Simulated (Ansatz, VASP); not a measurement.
## Two plane-wave programs on Co

```
Co
1.0
    -1.40414    1.40414    1.40414
     1.40414   -1.40414    1.40414
     1.40414    1.40414   -1.40414
Co
1
Direct
  0.00000 0.00000 0.00000
```

Alike in both runs: task relaxation of cell and atoms; functional PBE; k mesh 16 × 16 × 16; occupations fermi-dirac, width 0.1 eV; no spin polarisation.

```csv
,VASP,Ansatz
version,VASP 6.6.1,Ansatz 0.2.0
potentials or method,"VASP PAW PBE potentials, release 64 (Co), cutoff 600 eV","plane waves (420 eV) with PAW, scalar-relativistic"
valence electrons in the cell,9,17
```

```csv
,VASP,Ansatz,Ansatz less VASP
relaxed volume (Å³/atom),10.54,10.58,+0.035
relaxed cell length with the largest relative difference (Å),2.393,2.395,+0.0026
```

VASP's potentials hold 9 valence electrons a cell and Ansatz's 17, so a difference there can come from the potentials and not from the codes.
